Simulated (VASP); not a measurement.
# MnAuC4N4 (P-43m) in VASP: single point with PBE

Aim: the single point of MnAuC4N4 with PBE.

Program: VASP 6.6.1. These are calculated values, not measurements. Logs are shortened: lines on timing, memory, paths and dates and some standing lists are left out, and cuts for length are marked.

## 1. The cell of the first run

Symmetry: P-43m, No. 215, cubic system. Conventional cell: a = 5.909 Å, b = 5.909 Å, c = 5.909 Å, α = 90.00°, β = 90.00°, γ = 90.00°. Mn (site symmetry -43m) has 4 N at 2.03 Å within 2.7 Å. C (site symmetry 3m) has 1 N at 1.17 Å within 1.6 Å. Au (site symmetry -43m) has 4 C at 1.92 Å within 2.5 Å. Within 1.6 Å of N (site symmetry 3m) lie 1 C at 1.17 Å.

## 2. Single point, PBE, collinear spin, ferromagnetic start

The input, INCAR:

```
ALGO = Normal
EDIFF = 1E-6
ENCUT = 520
GGA = PE
ISIF = 2
ISMEAR = 0
ISPIN = 2
LASPH = T
LCHARG = F
LMAXMIX = 4
LORBIT = 11
LREAL = F
LWAVE = F
MAGMOM = 4 0 0 0 0 0 0 0 0 0
NBANDS = 45
NELM = 150
PREC = Accurate
SIGMA = 0.1
```

The input, KPOINTS:

```
k-points
0
Gamma
  4 4 4
```

The input, POSCAR:

```
MnAuC4N4
1.0
    5.9086026500      0.0000000000      0.0000000000
    0.0000000000      5.9086026500      0.0000000000
    0.0000000000      0.0000000000      5.9086026500
Mn C Au N
1 4 1 4
Direct
    0.5000000000      0.5000000000      0.5000000000
    0.1873167900      0.1873167900      0.1873167900
    0.1873167900      0.8126832100      0.8126832100
    0.8126832100      0.1873167900      0.8126832100
    0.8126832100      0.8126832100      0.1873167900
    0.0000000000      0.0000000000      0.0000000000
    0.3016415900      0.3016415900      0.3016415900
    0.3016415900      0.6983584100      0.6983584100
    0.6983584100      0.3016415900      0.6983584100
    0.6983584100      0.6983584100      0.3016415900
```

Potentials or basis: VASP PAW PBE potentials, release 64 (Mn_pv, C, Au, N).

Run with:

```console
cat potpaw_PBE.64/Mn_pv/POTCAR potpaw_PBE.64/C/POTCAR potpaw_PBE.64/Au/POTCAR potpaw_PBE.64/N/POTCAR > POTCAR
mpirun -np 1 vasp_std > vasp.out
```

OUTCAR:

```text
EDIFF = 1E-6
   ENCUT = 520
   GGA = PE
   ISIF = 2
   ISMEAR = 0
   ISPIN = 2
   LASPH = T
   LORBIT = 11
   LREAL = F
   NELM = 150
   PREC = Accurate

 ion  position               nearest neighbor table
   1  0.500  0.500  0.500-   7 2.03   8 2.03   9 2.03  10 2.03
   2  0.187  0.187  0.187-   7 1.17   6 1.92
   3  0.187  0.813  0.813-   8 1.17   6 1.92
   4  0.813  0.187  0.813-   9 1.17   6 1.92
   5  0.813  0.813  0.187-  10 1.17   6 1.92
   6  0.000  0.000  0.000-   2 1.92   3 1.92   4 1.92   5 1.92
   7  0.302  0.302  0.302-   2 1.17   1 2.03
   8  0.302  0.698  0.698-   3 1.17   1 2.03
   9  0.698  0.302  0.698-   4 1.17   1 2.03
  10  0.698  0.698  0.302-   5 1.17   1 2.03

  LATTYP: Found a simple cubic cell.
 ALAT       =     5.9086026500

  Lattice vectors:

 A1 = (   5.9086026500,   0.0000000000,   0.0000000000)
 A2 = (   0.0000000000,   5.9086026500,   0.0000000000)
 A3 = (   0.0000000000,   0.0000000000,   5.9086026500)

Analysis of symmetry for initial positions (statically):
=====================================================================
 Subroutine PRICEL returns:
 Original cell was already a primitive cell.

 Routine SETGRP: Setting up the symmetry group for a
 simple cubic supercell.

 Subroutine GETGRP returns: Found 24 space group operations
 (whereof 24 operations were pure point group operations)
 out of a pool of 48 trial point group operations.

The static configuration has the point symmetry T_d .

Analysis of symmetry for dynamics (positions and initial velocities):
=====================================================================
 Subroutine PRICEL returns:
 Original cell was already a primitive cell.

 Routine SETGRP: Setting up the symmetry group for a
 simple cubic supercell.

 Subroutine GETGRP returns: Found 24 space group operations
 (whereof 24 operations were pure point group operations)
 out of a pool of 48 trial point group operations.

The dynamic configuration has the point symmetry T_d .

Analysis of structural, dynamic, and magnetic symmetry:
=====================================================================
 Subroutine PRICEL returns:
 Original cell was already a primitive cell.

 Routine SETGRP: Setting up the symmetry group for a
 simple cubic supercell.

 Subroutine GETGRP returns: Found 24 space group operations
 (whereof 24 operations were pure point group operations)
 out of a pool of 48 trial point group operations.

The overall configuration has the point symmetry T_d .

 Subroutine INISYM returns: Found 24 space group operations
 (whereof 24 operations are pure point group operations),
 and found     1 'primitive' translations

----------------------------------------------------------------------------------------

                                     Primitive cell

  volume of cell :     206.2787

  direct lattice vectors                    reciprocal lattice vectors
     5.908602650  0.000000000  0.000000000     0.169244754  0.000000000  0.000000000
     0.000000000  5.908602650  0.000000000     0.000000000  0.169244754  0.000000000
     0.000000000  0.000000000  5.908602650     0.000000000  0.000000000  0.169244754

  length of vectors
     5.908602650  5.908602650  5.908602650     0.169244754  0.169244754  0.169244754

  position of ions in fractional coordinates (direct lattice)
     0.500000000  0.500000000  0.500000000
     0.187316790  0.187316790  0.187316790
     0.187316790  0.812683210  0.812683210
     0.812683210  0.187316790  0.812683210
     0.812683210  0.812683210  0.187316790
     0.000000000  0.000000000  0.000000000
     0.301641590  0.301641590  0.301641590
     0.301641590  0.698358410  0.698358410
     0.698358410  0.301641590  0.698358410
     0.698358410  0.698358410  0.301641590

  ion indices of the primitive-cell ions
   primitive index   ion index
                 1           1
[... 52 lines left out ...]
   dimension x,y,z NGXF=    96 NGYF=   96 NGZF=   96
   ions per type =               1   4   1   4
   NGX,Y,Z   is equivalent  to a cutoff of  13.51, 13.51, 13.51 a.u.
   NGXF,Y,Z  is equivalent  to a cutoff of  27.01, 27.01, 27.01 a.u.
 SYSTEM =  unknown system
   PREC   = accura    normal or accurate (medium, high low for compatibility)
   ISTART =      0    job   : 0-new  1-cont  2-samecut
   ICHARG =      2    charge: 1-file 2-atom 10-const
   ISPIN  =      2    spin polarized calculation?
   LNONCOLLINEAR =      F non collinear calculations
   LSORBIT =      F    spin-orbit coupling
   LASPH  =      T    aspherical Exc in radial PAW
   ENCUT  =  520.0 eV  38.22 Ry    6.18 a.u.  10.99 10.99 10.99*2*pi/ulx,y,z
   NELM   =    150;   NELMIN=  2; NELMDL= -5     # of ELM steps
   EDIFF  = 0.1E-05   stopping-criterion for ELM
   LREAL  =      F    real-space projection
   EDIFFG = 0.1E-04   stopping-criterion for IOM
   NSW    =      0    number of steps for IOM
   IBRION =     -1    ionic relax: 0-MD 1-quasi-New 2-CG
   NFREE  =      0    steps in history (QN), initial steepest desc. (CG)
   ISIF   =      2    stress and relaxation
   ISYM   =      2    0-nonsym 1-usesym 2-fastsym
   POTIM  = 0.5000    time-step for ionic-motion
   TEBEG  =    0.0;   TEEND  =   0.0 temperature during run
   PSTRESS=    0.0 pullay stress
   NELECT =      60.0000    total number of electrons
   NUPDOWN=      -1.0000    fix difference up-down
   EMIN   =  10.00;   EMAX   =-10.00  energy-range for DOS
   EFERMI =   0.00;   METHOD = LEGACY
   ISMEAR =     0;   SIGMA  =   0.10  broadening in eV -4-tet -1-fermi 0-gaus
   EFERMI_NEDOS =   21; number of points for ismear=-14 and -15
   IALGO  =     38    algorithm
   IMIX   =      4    mixing-type and parameters
     AMIX     =   0.40;   BMIX     =  1.00
     AMIX_MAG =   1.60;   BMIX_MAG =  1.00
  volume/ion in A,a.u.               =      20.63       139.20
  Fermi-wavevector in a.u.,A,eV,Ry     =   1.084694  2.049774 16.008077  1.176560
  Thomas-Fermi vector in A             =   2.220790
   LORBIT       =     11    0 simple, 1 ext, 2 COOP (PROOUT), +10 PAW based schemes
   GGA     = PE    functional components
   LHFCALC =     F    Hartree Fock is set to
   AEXX    =    0.0000 exact exchange contribution
   IVDW    =     0    specifies the selected vdW correction
   LEPSILON=     F    determine dielectric tensor
   LRPA    =     F    only Hartree local field effects (RPA)
 spin polarized calculation
 Gauss-broadening in eV      SIGMA  =   0.10
  energy-cutoff  :      520.00
  volume of cell :      206.28
 maximum number of plane-waves:      5590
 NGX is ok and might be reduce to    48
   NGX = 21   NGY = 21   NGZ = 21

 number of electron      59.9999994 magnetization       3.9994621

 Free energy of the ion-electron system (eV)
  ---------------------------------------------------
  ext. energy  EPLUGINS =         0.00000000
  ---------------------------------------------------
  free energy    TOTEN  =       -76.50193711 eV

  energy without entropy =      -76.48877831  energy(sigma->0) =      -76.49535771

 E-fermi :  -1.0557     XC(G=0):  -7.3203

 val. band max:       -1.1787581410   @ k =   0.5000   0.5000   0.2500
 cond. band min:      -0.9878691091   @ k =   0.2500   0.2500   0.2500
 fundamental gap:      0.1908890320
 Fermi energy:        -1.0557105914

 spin component 1

 k-point     1 :       0.0000    0.0000    0.0000
  band No.  band energies     occupation
      1     -51.0051      1.00000
      2     -51.0051      1.00000
      3     -51.0051      1.00000
      4     -18.2470      1.00000
      5     -18.1258      1.00000
      6     -18.1258      1.00000
[... 439 lines left out ...]
     41       4.6775      0.00000
     42       6.3390      0.00000
 Fermi energy:        -1.0557105914

 spin component 2

 k-point     1 :       0.0000    0.0000    0.0000
  band No.  band energies     occupation
      1     -46.6111      1.00000
      2     -46.6111      1.00000
      3     -46.6111      1.00000
      4     -18.2581      1.00000
      5     -18.1398      1.00000
      6     -18.1398      1.00000
[... 439 lines left out ...]
     41       5.0009      0.00000
     42       6.9272      0.00000
 [bands above 42 left out]

------------------------ aborting loop because EDIFF is reached ----------------------------------------

  FORCE on cell =-STRESS in cart. coord.  units (eV):
  Direction    XX          YY          ZZ          XY          YZ          ZX
  --------------------------------------------------------------------------------------
  -------------------------------------------------------------------------------------
  Total        7.1906686      7.1906686      7.1906686      0.0000000      0.0000000      0.0000000
  in kB       55.8502992     55.8502992     55.8502992      0.0000000      0.0000000      0.0000000
  external PRESSURE =      55.8502992 kB  Pullay stress =       0.0000000 kB

 VOLUME and BASIS-vectors are now :
 -----------------------------------------------------------------------------
  energy-cutoff  :      520.00
  volume of cell :      206.28
      direct lattice vectors                 reciprocal lattice vectors
     5.908602650  0.000000000  0.000000000     0.169244754  0.000000000  0.000000000
     0.000000000  5.908602650  0.000000000     0.000000000  0.169244754  0.000000000
     0.000000000  0.000000000  5.908602650     0.000000000  0.000000000  0.169244754

 POSITION                                       TOTAL-FORCE (eV/Angst)
 -----------------------------------------------------------------------------------
      2.95430      2.95430      2.95430         0.000000     -0.000000     -0.000000
      1.10678      1.10678      1.10678         0.980998      0.980998      0.980998
      1.10678      4.80182      4.80182         0.980998     -0.980998     -0.980998
      4.80182      1.10678      4.80182        -0.980998      0.980998     -0.980998
      4.80182      4.80182      1.10678        -0.980998     -0.980998      0.980998
      0.00000      0.00000      0.00000        -0.000000     -0.000000     -0.000000
      1.78228      1.78228      1.78228         0.994525      0.994525      0.994525
      1.78228      4.12632      4.12632         0.994525     -0.994525     -0.994525
      4.12632      1.78228      4.12632        -0.994525      0.994525     -0.994525
      4.12632      4.12632      1.78228        -0.994525     -0.994525      0.994525
 -----------------------------------------------------------------------------------
    total drift:                                0.000000      0.000000     -0.000000

  FREE ENERGIE OF THE ION-ELECTRON SYSTEM (eV)
  ---------------------------------------------------
  free  energy   TOTEN  =       -76.5019371114 eV

  energy  without entropy=      -76.4887783141  energy(sigma->0) =      -76.49535771

 total charge

# of ion       s       p       d       tot
------------------------------------------
    1        0.254   6.261   4.830  11.345
    2        0.959   1.636   0.000   2.595
    3        0.959   1.636   0.000   2.595
    4        0.959   1.636   0.000   2.595
    5        0.959   1.636   0.000   2.595
    6        0.721   1.066   8.527  10.314
    7        1.300   2.602   0.000   3.902
    8        1.300   2.602   0.000   3.902
    9        1.300   2.602   0.000   3.902
   10        1.300   2.602   0.000   3.902
--------------------------------------------------
tot         10.010  24.281  13.357  47.648

 magnetization (x)

# of ion       s       p       d       tot
------------------------------------------
    1        0.022   0.058   3.960   4.040
    2       -0.000   0.021   0.000   0.021
    3       -0.000   0.021   0.000   0.021
    4       -0.000   0.021   0.000   0.021
    5       -0.000   0.021   0.000   0.021
    6       -0.001  -0.075  -0.114  -0.190
    7        0.003  -0.048   0.000  -0.045
    8        0.003  -0.048   0.000  -0.045
    9        0.003  -0.048   0.000  -0.045
   10        0.003  -0.048   0.000  -0.045
--------------------------------------------------
tot          0.032  -0.124   3.846   3.753
```

It took 10 min on 1 thread of Intel Xeon 8259CL, shared host; peak memory 0.5 GiB.

What came out:

```
Free energy                                           : -76.5019 eV
Pressure                                              : 5.6 GPa
Largest force                                         : 1.723 eV/Å
Band gap on the k mesh                                : zero (filled and empty bands overlap)
Net moment                                            : 4.00 μB per cell
Site moments                                          : Mn +4.04; C +0.02; Au -0.19; N -0.04 μB
Valence electrons inside the program's atomic spheres : Mn 11.35; C 2.60; Au 10.31; N 3.90
```

Forces on the atoms (eV/Å):
```
Mn   0.000  0.000  0.000
C    0.981  0.981  0.981
C    0.981 -0.981 -0.981
C   -0.981  0.981 -0.981
C   -0.981 -0.981  0.981
Au   0.000  0.000  0.000
N    0.995  0.995  0.995
N    0.995 -0.995 -0.995
N   -0.995  0.995 -0.995
N   -0.995 -0.995  0.995
```

Caveat: the cell stands under pressure; spin-orbit coupling is left out, which moves the levels of the heavy elements; a cell with one magnetic atom can't hold antiferromagnetic order, which such compounds often take; forces of over 1 eV/Å act on the atoms, so gaps and moduli don't describe the material at rest. With open d or f shells a metallic result of PBE can be an artefact of self-interaction; +U or a hybrid may open a gap.

The gap in the log of VASP goes by the Fermi energy; the results here count the filled bands.